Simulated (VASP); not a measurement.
# GeS (Pnma) in VASP: single point with PBE

Aim: the single point of GeS with PBE.

Program: VASP 6.6.1. These are calculated values, not measurements. Logs are shortened: lines on timing, memory, paths and dates and some standing lists are left out, and cuts for length are marked.

### 1 The cell of the first run

Symmetry: Pnma, No. 62, orthorhombic system. The conventional cell has a = 10.783 Å, b = 3.667 Å, c = 4.454 Å, α = 90.00°, β = 90.00°, γ = 90.00°. Ge (site symmetry m) has 3 S at 2.46 Å within 3.2 Å. Within 3.2 Å of S (site symmetry m) lie 3 Ge at 2.46 Å.

### 2 Single point, PBE

Input file INCAR:

```
SYSTEM = GeS
ALGO = Normal
EDIFF = 1E-6
ENCUT = 500
GGA = PE
GGA_COMPAT = .FALSE.
ISIF = 2
ISMEAR = 0
LASPH = .TRUE.
LCHARG = .FALSE.
LREAL = .FALSE.
LWAVE = .FALSE.
NBANDS = 50
NELM = 120
PREC = Accurate
SIGMA = 0.02
```

Input file KPOINTS:

```
k-points
0
G
  4 8 6
  0 0 0
```

Input file POSCAR:

```
GeS
1.0
   10.7829879832      0.0000000000      0.0000000000
    0.0000000000      3.6673149785      0.0000000000
    0.0000000000      0.0000000000      4.4539997450
Ge S
4 4
Direct
    0.1259793621      0.2500000000      0.1346441852
    0.3740206379      0.7500000000      0.6346441852
    0.6259793621      0.2500000000      0.3653558148
    0.8740206379      0.7500000000      0.8653558148
    0.8470522725      0.2500000000      0.5030848030
    0.6529477275      0.7500000000      0.0030848030
    0.3470522725      0.2500000000      0.9969151970
    0.1529477275      0.7500000000      0.4969151970
```

Potentials or basis: VASP PAW PBE potentials, release 64 (Ge_d, S).

Launch:

```console
> cat potpaw_PBE.64/Ge_d/POTCAR potpaw_PBE.64/S/POTCAR > POTCAR
> mpirun -np 1 vasp_std > vasp.out
```

OUTCAR:

```text
SYSTEM = GeS
   EDIFF = 1E-6
   ENCUT = 500
   GGA = PE
   ISIF = 2
   ISMEAR = 0
   LASPH = .TRUE.
   LREAL = .FALSE.
   NELM = 120
   PREC = Accurate

 ion  position               nearest neighbor table
   1  0.126  0.250  0.135-   8 2.46   8 2.46   7 2.46
   2  0.374  0.750  0.635-   7 2.46   7 2.46   8 2.46
   3  0.626  0.250  0.365-   6 2.46   6 2.46   5 2.46
   4  0.874  0.750  0.865-   5 2.46   5 2.46   6 2.46
   5  0.847  0.250  0.503-   4 2.46   4 2.46   3 2.46
   6  0.653  0.750  0.003-   3 2.46   3 2.46   4 2.46
   7  0.347  0.250  0.997-   2 2.46   2 2.46   1 2.46
   8  0.153  0.750  0.497-   1 2.46   1 2.46   2 2.46

  LATTYP: Found a simple orthorhombic cell.
 ALAT       =     3.6673149785
 B/A-ratio  =     1.2145124624
 C/A-ratio  =     2.9402950241

  Lattice vectors:

 A1 = (   0.0000000000,   3.6673149785,   0.0000000000)
 A2 = (   0.0000000000,   0.0000000000,   4.4539997450)
 A3 = (  10.7829879832,   0.0000000000,   0.0000000000)

Analysis of symmetry for initial positions (statically):
=====================================================================
 Subroutine PRICEL returns:
 Original cell was already a primitive cell.

 Routine SETGRP: Setting up the symmetry group for a
 simple orthorhombic supercell.

 Subroutine GETGRP returns: Found  8 space group operations
 (whereof  2 operations were pure point group operations)
 out of a pool of  8 trial point group operations.

The static configuration has the point symmetry S_2 .
 The point group associated with its full space group is D_2h.

Analysis of symmetry for dynamics (positions and initial velocities):
=====================================================================
 Subroutine PRICEL returns:
 Original cell was already a primitive cell.

 Routine SETGRP: Setting up the symmetry group for a
 simple orthorhombic supercell.

 Subroutine GETGRP returns: Found  8 space group operations
 (whereof  2 operations were pure point group operations)
 out of a pool of  8 trial point group operations.

The dynamic configuration has the point symmetry S_2 .
 The point group associated with its full space group is D_2h.

 Subroutine INISYM returns: Found  8 space group operations
 (whereof  2 operations are pure point group operations),
 and found     1 'primitive' translations

----------------------------------------------------------------------------------------

                                     Primitive cell

  volume of cell :     176.1317

  direct lattice vectors                    reciprocal lattice vectors
    10.782987983  0.000000000  0.000000000     0.092738673  0.000000000  0.000000000
     0.000000000  3.667314978  0.000000000     0.000000000  0.272679060  0.000000000
     0.000000000  0.000000000  4.453999745     0.000000000  0.000000000  0.224517301

  length of vectors
    10.782987983  3.667314978  4.453999745     0.092738673  0.272679060  0.224517301

  position of ions in fractional coordinates (direct lattice)
     0.125979362  0.250000000  0.134644185
     0.374020638  0.750000000  0.634644185
     0.625979362  0.250000000  0.365355815
     0.874020638  0.750000000  0.865355815
     0.847052273  0.250000000  0.503084803
     0.652947727  0.750000000  0.003084803
     0.347052273  0.250000000  0.996915197
     0.152947727  0.750000000  0.496915197

  ion indices of the primitive-cell ions
   primitive index   ion index
                 1           1
                 2           2
                 3           3
                 4           4
                 5           5
                 6           6
                 7           7
                 8           8

----------------------------------------------------------------------------------------

 KPOINTS: k-points

Automatic generation of k-mesh.
 Grid dimensions read from file:
 generate k-points for:    4    8    6

 Generating k-lattice:

  Cartesian coordinates                     Fractional coordinates (reciprocal lattice)
     0.023184668  0.000000000  0.000000000     0.250000000  0.000000000  0.000000000
     0.000000000  0.034084882  0.000000000     0.000000000  0.125000000  0.000000000
     0.000000000  0.000000000  0.037419550     0.000000000  0.000000000  0.166666667

  Length of vectors
     0.023184668  0.034084882  0.037419550

  Shift w.r.t. Gamma in fractional coordinates (k-lattice)
     0.000000000  0.000000000  0.000000000

 Subroutine IBZKPT returns following result:
 ===========================================

 Found     60 irreducible k-points:

 Following reciprocal coordinates:
            Coordinates               Weight
  0.000000  0.000000  0.000000      1.000000
  0.250000  0.000000  0.000000      2.000000
  0.500000  0.000000  0.000000      1.000000
  0.000000  0.125000  0.000000      2.000000
  0.250000  0.125000  0.000000      4.000000
  0.500000  0.125000  0.000000      2.000000
[... 16 lines left out ...]
  0.250000  0.250000  0.166667      8.000000
  0.500000  0.250000  0.166667      4.000000
 [... further k-points ...]
   k-points           NKPTS =     60   k-points in BZ     NKDIM =     60   number of bands    NBANDS=     50
   number of dos      NEDOS =    301   number of ions     NIONS =      8
   total plane-waves  NPLWV =  71680
   dimension x,y,z NGX =    80 NGY =   28 NGZ =   32
   dimension x,y,z NGXF=   160 NGYF=   56 NGZF=   64
   ions per type =               4   4
   NGX,Y,Z   is equivalent  to a cutoff of  12.33, 12.69, 11.94 a.u.
   NGXF,Y,Z  is equivalent  to a cutoff of  24.67, 25.39, 23.89 a.u.
 SYSTEM =  GeS
   PREC   = accura    normal or accurate (medium, high low for compatibility)
   ISTART =      0    job   : 0-new  1-cont  2-samecut
   ICHARG =      2    charge: 1-file 2-atom 10-const
   ISPIN  =      1    spin polarized calculation?
   LNONCOLLINEAR =      F non collinear calculations
   LSORBIT =      F    spin-orbit coupling
   LASPH  =      T    aspherical Exc in radial PAW
   ENCUT  =  500.0 eV  36.75 Ry    6.06 a.u.  19.66  6.69  8.12*2*pi/ulx,y,z
   NELM   =    120;   NELMIN=  2; NELMDL= -5     # of ELM steps
   EDIFF  = 0.1E-05   stopping-criterion for ELM
   LREAL  =      F    real-space projection
   EDIFFG = 0.1E-04   stopping-criterion for IOM
   NSW    =      0    number of steps for IOM
   IBRION =     -1    ionic relax: 0-MD 1-quasi-New 2-CG
   NFREE  =      0    steps in history (QN), initial steepest desc. (CG)
   ISIF   =      2    stress and relaxation
   ISYM   =      2    0-nonsym 1-usesym 2-fastsym
   POTIM  = 0.5000    time-step for ionic-motion
   TEBEG  =    0.0;   TEEND  =   0.0 temperature during run
   PSTRESS=    0.0 pullay stress
   NELECT =      80.0000    total number of electrons
   NUPDOWN=      -1.0000    fix difference up-down
   EMIN   =  10.00;   EMAX   =-10.00  energy-range for DOS
   EFERMI =   0.00;   METHOD = LEGACY
   ISMEAR =     0;   SIGMA  =   0.02  broadening in eV -4-tet -1-fermi 0-gaus
   EFERMI_NEDOS =   21; number of points for ismear=-14 and -15
   IALGO  =     38    algorithm
   IMIX   =      4    mixing-type and parameters
     AMIX     =   0.40;   BMIX     =  1.00
     AMIX_MAG =   1.60;   BMIX_MAG =  1.00
  volume/ion in A,a.u.               =      22.02       148.57
  Fermi-wavevector in a.u.,A,eV,Ry     =   1.258420  2.378069 21.546474  1.583621
  Thomas-Fermi vector in A             =   2.392031
   LORBIT       =      0    0 simple, 1 ext, 2 COOP (PROOUT), +10 PAW based schemes
   GGA     = PE    functional components
   LHFCALC =     F    Hartree Fock is set to
   AEXX    =    0.0000 exact exchange contribution
   IVDW    =     0    specifies the selected vdW correction
   LEPSILON=     F    determine dielectric tensor
   LRPA    =     F    only Hartree local field effects (RPA)
 non-spin polarized calculation
 Gauss-broadening in eV      SIGMA  =   0.02
  energy-cutoff  :      500.00
  volume of cell :      176.13
 maximum number of plane-waves:      4502
 NGX is ok and might be reduce to    80
   NGX = 39   NGY = 13   NGZ = 17

 number of electron      79.9999990 magnetization

 Free energy of the ion-electron system (eV)
  ---------------------------------------------------
  ext. energy  EPLUGINS =         0.00000000
  ---------------------------------------------------
  free energy    TOTEN  =       -36.64957981 eV

  energy without entropy =      -36.64957981  energy(sigma->0) =      -36.64957981

 E-fermi :   4.4120     XC(G=0):  -9.7506

 val. band max:        4.2818811081   @ k =   0.0000   0.0000   0.0000
 cond. band min:       5.5182467755   @ k =   0.0000   0.0000   0.0000
 fundamental gap:      1.2363656674
 Fermi energy:         4.4120311604

 k-point     1 :       0.0000    0.0000    0.0000
  band No.  band energies     occupation
      1     -20.1063      2.00000
      2     -20.1044      2.00000
      3     -20.0998      2.00000
      4     -20.0986      2.00000
      5     -20.0974      2.00000
      6     -20.0966      2.00000
[... 42 lines left out ...]
     49       9.7592      0.00000
     50      10.1691      0.00000

 k-point     2 :       0.2500    0.0000    0.0000
  band No.  band energies     occupation
      1     -20.1061      2.00000
      2     -20.1048      2.00000
      3     -20.0996      2.00000
      4     -20.0987      2.00000
      5     -20.0974      2.00000
      6     -20.0968      2.00000
[... 42 lines left out ...]
     49       9.9080      0.00000
     50       9.9136      0.00000

 k-point     3 :       0.5000    0.0000    0.0000
  band No.  band energies     occupation
      1     -20.1054      2.00000
      2     -20.1054      2.00000
      3     -20.0991      2.00000
      4     -20.0991      2.00000
      5     -20.0971      2.00000
      6     -20.0971      2.00000
[... 42 lines left out ...]
     49       9.5576      0.00000
     50       9.5579      0.00000

 k-point     4 :       0.0000    0.1250    0.0000
  band No.  band energies     occupation
      1     -20.1047      2.00000
      2     -20.1032      2.00000
      3     -20.0986      2.00000
      4     -20.0984      2.00000
      5     -20.0974      2.00000
      6     -20.0969      2.00000
[... 999 lines left out ...]
 k-point    23 :       0.2500    0.2500    0.1667
  band No.  band energies     occupation
      1     -20.1024      2.00000
      2     -20.1018      2.00000
      3     -20.1008      2.00000
      4     -20.1004      2.00000
      5     -20.0959      2.00000
      6     -20.0953      2.00000
[... 42 lines left out ...]
     49       8.7561      0.00000
     50       9.3905      0.00000

 k-point    24 :       0.5000    0.2500    0.1667
  band No.  band energies     occupation
      1     -20.1022      2.00000
      2     -20.1022      2.00000
      3     -20.1006      2.00000
      4     -20.1006      2.00000
      5     -20.0956      2.00000
      6     -20.0956      2.00000
[... 42 lines left out ...]
     49       9.0473      0.00000
     50       9.0473      0.00000

 [... further k-points ...]
[... 5 lines left out ...]
  --------------------------------------------------------------------------------------
  -------------------------------------------------------------------------------------
  Total       -0.0886030     -0.1341422     -0.0573119      0.0000000      0.0000000      0.0000000
  in kB       -0.8059747     -1.2202213     -0.5213362      0.0000000      0.0000000      0.0000000
  external PRESSURE =      -0.8491774 kB  Pullay stress =       0.0000000 kB

 VOLUME and BASIS-vectors are now :
 -----------------------------------------------------------------------------
  energy-cutoff  :      500.00
  volume of cell :      176.13
      direct lattice vectors                 reciprocal lattice vectors
    10.782987983  0.000000000  0.000000000     0.092738673  0.000000000  0.000000000
     0.000000000  3.667314978  0.000000000     0.000000000  0.272679060  0.000000000
     0.000000000  0.000000000  4.453999745     0.000000000  0.000000000  0.224517301

 POSITION                                       TOTAL-FORCE (eV/Angst)
 -----------------------------------------------------------------------------------
      1.35843      0.91683      0.59971         0.000704      0.000000     -0.004108
      4.03306      2.75049      2.82671        -0.000704     -0.000000     -0.004108
      6.74993      0.91683      1.62729         0.000704     -0.000000      0.004108
      9.42455      2.75049      3.85429        -0.000704     -0.000000      0.004108
      9.13375      0.91683      2.24074         0.001558     -0.000000     -0.003879
      7.04073      2.75049      0.01374        -0.001558     -0.000000     -0.003879
      3.74226      0.91683      4.44026         0.001558     -0.000000      0.003879
      1.64923      2.75049      2.21326        -0.001558     -0.000000      0.003879
 -----------------------------------------------------------------------------------
    total drift:                                0.000000     -0.000000      0.000000

  FREE ENERGIE OF THE ION-ELECTRON SYSTEM (eV)
  ---------------------------------------------------
  free  energy   TOTEN  =       -36.6495798051 eV

  energy  without entropy=      -36.6495798051  energy(sigma->0) =      -36.64957981
```

Run time: 11 min. Hardware: 1 thread of Intel Xeon 8259CL, shared host; peak memory 0.49 GiB.

Results:

* Free energy: -36.6496 eV
* Pressure: -0.1 GPa
* Largest force: 0.004 eV/Å
* Band gap on the k mesh: 1.24 eV

Forces on the atoms (eV/Å):
```
Ge   0.001  0.000 -0.004
Ge  -0.001  0.000 -0.004
Ge   0.001  0.000  0.004
Ge  -0.001  0.000  0.004
S    0.002  0.000 -0.004
S   -0.002  0.000 -0.004
S    0.002  0.000  0.004
S   -0.002  0.000  0.004
```

Levels at points of the mesh, in eV from the valence-band top:
| k point | band 36 | band 37 | band 38 | band 39 | band 40 | band 41 | band 42 | band 43 | band 44 | band 45 |
| --- | --- | --- | --- | --- | --- | --- | --- | --- | --- | --- |
| (0.00, 0.00, 0.00) | -1.98 | -1.59 | -0.85 | -0.78 | 0.00 | 1.24 | 2.55 | 2.73 | 2.93 | 3.14 |
| (0.50, 0.00, 0.00) | -1.88 | -1.77 | -1.77 | -0.35 | -0.35 | 2.36 | 2.36 | 2.58 | 2.58 | 3.66 |
| (0.00, 0.50, 0.00) | -2.22 | -1.50 | -1.50 | -1.13 | -1.13 | 1.45 | 1.45 | 1.64 | 1.64 | 2.53 |
| (0.50, 0.50, 0.00) | -2.42 | -1.47 | -1.47 | -1.47 | -1.47 | 1.76 | 1.76 | 1.76 | 1.76 | 2.75 |
| (0.00, 0.00, 0.50) | -1.70 | -0.99 | -0.99 | -0.32 | -0.32 | 1.75 | 1.75 | 2.48 | 2.48 | 3.00 |
| (0.50, 0.00, 0.50) | -2.15 | -0.81 | -0.81 | -0.34 | -0.34 | 1.76 | 1.76 | 2.36 | 2.36 | 3.17 |
| (0.00, 0.50, 0.50) | -3.48 | -1.93 | -1.93 | -1.23 | -1.23 | 3.10 | 3.10 | 3.19 | 3.19 | 4.71 |
| (0.50, 0.50, 0.50) | -3.92 | -1.35 | -1.35 | -1.35 | -1.35 | 2.90 | 2.90 | 2.90 | 2.90 | 4.54 |

A k mesh can miss the band edges.
